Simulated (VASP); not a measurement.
# Si16N (a cell with a defect): single point with PBEsol

The system is Si16N (a cell with a defect).

```
CELL_PARAMETERS angstrom
0.00000 5.43000 5.43000
5.43000 0.00000 5.43000
5.43000 5.43000 0.00000
ATOMIC_POSITIONS crystal
Si 0.05308 0.99668 0.90734
Si 0.07843 0.12460 0.09035
Si 0.94520 0.03036 0.49553
Si 0.08119 0.21338 0.51156
Si 0.95934 0.47936 0.00534
Si 0.11488 0.55552 0.18820
Si 0.94571 0.59379 0.50109
Si 0.13227 0.63371 0.61835
Si 0.46814 0.05477 0.96232
Si 0.64984 0.16099 0.05771
Si 0.45377 0.05614 0.43027
Si 0.57355 0.16413 0.60180
Si 0.45032 0.51948 0.00518
Si 0.58329 0.65699 0.08316
Si 0.50529 0.51068 0.49190
Si 0.51826 0.70211 0.66710
N 0.22237 0.74401 0.95388
```

```
Program                : VASP 6.6.1
Task                   : single point
Functional             : PBEsol
Potentials or basis    : VASP PAW PBE potentials, release 64 (Si, N)
Cutoff                 : 520 eV
k mesh                 : 2 × 2 × 2
Occupations            : fermi-dirac, width 0.05 eV
Spin                   : collinear spin, ferromagnetic start
Starting moments       : [0.0, 0.0, 0.0, 0.0, 0.0, 0.0, 0.0, 0.0, 0.0, 0.0, 0.0, 0.0, 0.0, 0.0, 0.0, 0.0, 1.0] μB
Dipole correction      : no
Further INCAR settings : LREAL = Auto; ALGO = Normal; EDIFF = 1e-06; NBANDS = 52
```

- Pressure: 2.6 GPa
- Largest force: 3.623 eV/Å
- Net moment: 0.00 μB per cell
- Valence electrons inside the program's atomic spheres: Si 1.66, 1.71, 1.67, 1.65, 1.70, 1.69, 1.64, 1.72, 1.77, 1.63 (each value once); N 3.89

Forces in eV/Å, atoms in the order of the input:
```
Si   0.399 -2.863  0.277
Si   1.205  2.274  0.797
Si  -2.325 -0.452 -1.023
Si   1.687  1.839  0.770
Si   1.016 -0.355  1.420
Si  -0.805 -2.047 -2.155
Si   0.478 -0.810 -2.099
Si   1.583  0.607  0.262
Si   0.111  0.771 -1.600
Si  -1.350  0.349 -1.041
Si   0.908  0.617  0.302
Si  -1.510 -0.226 -0.752
Si  -0.780  2.399 -0.002
Si   1.833  2.066  1.433
Si   1.018 -1.569  1.599
Si  -2.932 -1.070  1.839
N   -0.535 -1.530 -0.029
```

Stress tensor (GPa, compression positive):
```
 2.37 -0.88  1.45
-0.88  1.33  0.24
 1.45  0.24  4.20
```

Levels at points of the mesh, in eV from the Fermi level:
Spin up:
| k point | band 32 | band 33 | band 34 | band 35 | band 36 | band 37 |
| --- | --- | --- | --- | --- | --- | --- |
| (0.00, 0.00, 0.00) | -0.55 | -0.35 | -0.07 | 0.17 | 0.55 | 0.68 |
| (0.50, 0.00, 0.00) | -0.88 | -0.67 | -0.50 | 0.32 | 0.93 | 1.03 |
| (0.00, 0.50, 0.00) | -0.57 | -0.50 | -0.33 | 0.00 | 0.79 | 1.06 |
| (0.00, 0.00, 0.50) | -0.82 | -0.58 | -0.49 | -0.06 | 0.49 | 1.01 |
| (0.50, 0.50, 0.50) | -0.80 | -0.59 | -0.48 | -0.12 | 0.96 | 1.13 |
| (0.50, 0.50, 0.00) | -0.97 | -0.90 | -0.40 | -0.25 | 1.06 | 1.32 |
| (0.00, 0.50, 0.50) | -1.13 | -0.91 | -0.79 | 0.36 | 1.02 | 1.19 |
| (0.50, 0.00, 0.50) | -1.13 | -1.05 | -0.73 | -0.32 | 0.95 | 1.45 |
Spin down:
```
           k point  band 31  band 32  band 33  band 34  band 35  band 36  band 37  band 38
(0.00, 0.00, 0.00)    -0.67    -0.55    -0.35    -0.07     0.17     0.55     0.68     0.82
(0.50, 0.00, 0.00)    -1.06    -0.88    -0.67    -0.50     0.32     0.93     1.03     1.24
(0.00, 0.50, 0.00)    -1.14    -0.57    -0.50    -0.33     0.00     0.79     1.06     1.26
(0.00, 0.00, 0.50)    -0.97    -0.82    -0.58    -0.49    -0.06     0.49     1.01     1.41
(0.50, 0.50, 0.50)    -1.11    -0.80    -0.59    -0.48    -0.12     0.96     1.13     1.50
(0.50, 0.50, 0.00)    -1.30    -0.97    -0.90    -0.40    -0.25     1.06     1.32     1.57
(0.00, 0.50, 0.50)    -1.32    -1.13    -0.91    -0.79     0.36     1.02     1.19     1.86
(0.50, 0.00, 0.50)    -1.24    -1.13    -1.05    -0.73    -0.32     0.95     1.45     1.71
```

Run time: 5.8 min on 1 thread of Intel(R) Xeon(R) 6975P-C (Granite Rapids) (shared host), peak memory 0.7 GiB.

Caveat: the k points lie up to 0.50 Å⁻¹ apart; the atoms stand as in a frame of molecular dynamics; the PAW data sets were made with another functional, which shifts forces and pressure a little.
